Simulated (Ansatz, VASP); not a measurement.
# One calculation of YGe2S3, two programs

File INCAR:

```
SYSTEM = YGe2S3
  PREC = Accurate
  ENCUT = 600
  EDIFF = 1E-7
  ISMEAR = 0
  SIGMA = 0.1
  LREAL = .FALSE.
  LASPH = .TRUE.
  NELM = 100
  ALGO = Normal
  ISIF = 3
  LWAVE = .FALSE.
  LCHARG = .FALSE.
  GGA = PE
  IBRION = 2
  NSW = 90
  EDIFFG = -0.04
```

KPOINTS

```
regular mesh
0
G
  3 3 4
  0 0 0
```

Contents of POSCAR:

```
YGe2S3
1.0
    5.8809153500      0.0000000000      0.0000000000
   -2.9404576700      5.0930220900      0.0000000000
    0.0000000000      0.0000000000      4.1305758800
Y Ge S
1 2 3
Direct
    0.0000000000      0.0000000000      0.8888130200
    0.6666666700      0.3333333300      0.9631379800
    0.3333333300      0.6666666700      0.9631379800
    0.5000000000      0.5000000000      0.4595159900
    0.5000000000      0.0000000000      0.4595159900
    0.0000000000      0.5000000000      0.4595159900
```

Input for Ansatz:

```yaml
crystal:
  lattice:
    - [5.88091535, 0.0, 0.0]
    - [-2.94045767, 5.09302209, 0.0]
    - [0.0, 0.0, 4.13057588]
  atoms:
    - { symbol: "Y", position: [0.0, 0.0, 0.88881302] }
    - { symbol: Ge, position: [0.66666667, 0.33333333, 0.96313798] }
    - { symbol: Ge, position: [0.33333333, 0.66666667, 0.96313798] }
    - { symbol: S, position: [0.5, 0.5, 0.45951599] }
    - { symbol: S, position: [0.5, 0.0, 0.45951599] }
    - { symbol: S, position: [0.0, 0.5, 0.45951599] }
basis:
  ecutwfc: 420
kpoints:
  mp_grid: { grid: [3, 3, 4] }
hamiltonian:
  xc: pbe
scf:
  occupations: { method: gaussian, width: 0.1 }
  lower_state_search: "off"
output:
  forces: true
  stress: true
  eigenvalues: true
relax:
  adjacent_minimum: "off"
  f_tol: 0.04
  max_steps: 70
  cell: { stress_tol: 0.4 }
```

Change from the starting cell: species swapped into the ErCo3Ge2 type (P6mm, No. 183).

Alike in both runs: task relaxation of cell and atoms; functional PBE; k mesh 3 × 3 × 4; occupations gaussian, width 0.1 eV; no spin polarisation.

|  | VASP | Ansatz |
| --- | --- | --- |
| version | VASP 6.6.1 | Ansatz 0.2.0 |
| potentials or method | VASP PAW PBE potentials, release 64 (Y_sv, Ge_d, S), cutoff 600 eV | scalar-relativistic, plane waves, PAW |
| valence electrons in the cell | 57 | 57 |

```tsv
	VASP	Ansatz	Ansatz less VASP
gap on the k mesh at the Fermi level, each at its own relaxed structure (eV)	none	none	-
relaxed volume (Å³/atom)	25.31	25.19	-0.120
relaxed length of the cell vector where the two differ most in proportion (Å)	4.348	4.320	-0.0282
```

A gap of «none» marks a metal or a gap that the smearing closes.

The k mesh is coarse, so the values compare programs but aren't converged. Noted on VASP's run: the volume moved by over 15 % at a fixed basis, so the end points are rough.
